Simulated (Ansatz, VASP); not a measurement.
## One calculation of Re, two programs

```
CELL_PARAMETERS angstrom
5.01767 0.00000 0.00000
0.00000 5.01767 0.00000
0.00000 0.00000 5.01767
ATOMIC_POSITIONS crystal
Re 0.00000 0.00000 0.00000
Re 0.50000 0.50000 0.50000
Re 0.25000 0.00000 0.50000
Re 0.75000 0.00000 0.50000
Re 0.50000 0.25000 0.00000
Re 0.50000 0.75000 0.00000
Re 0.00000 0.50000 0.25000
Re 0.00000 0.50000 0.75000
```

Alike in both runs: functional BLYP; k mesh 5 × 5 × 5; occupations fermi-dirac, width 0.1 eV; no spin polarisation.

Ansatz relaxed the structure, and its values are those at the end. VASP's run is a single point on that final structure, the one shown.

|  | VASP | Ansatz |
| --- | --- | --- |
| version | VASP 6.6.1 | Ansatz 0.2.0 |
| potentials or method | VASP PAW PBE potentials, release 64 (Re), cutoff 520 eV | plane waves (420 eV) with PAW, scalar-relativistic |
| valence electrons in the cell | 56 | 120 |

|  | VASP | Ansatz | Ansatz less VASP |
| --- | --- | --- | --- |
| pressure (GPa) | 1.5 | 0.0 | -1.44 |

VASP's potentials were made for PBE, not for BLYP. VASP's potentials hold 56 valence electrons a cell and Ansatz's 120, so a difference there can come from the potentials and not from the codes.

Neither program's run includes spin-orbit coupling.
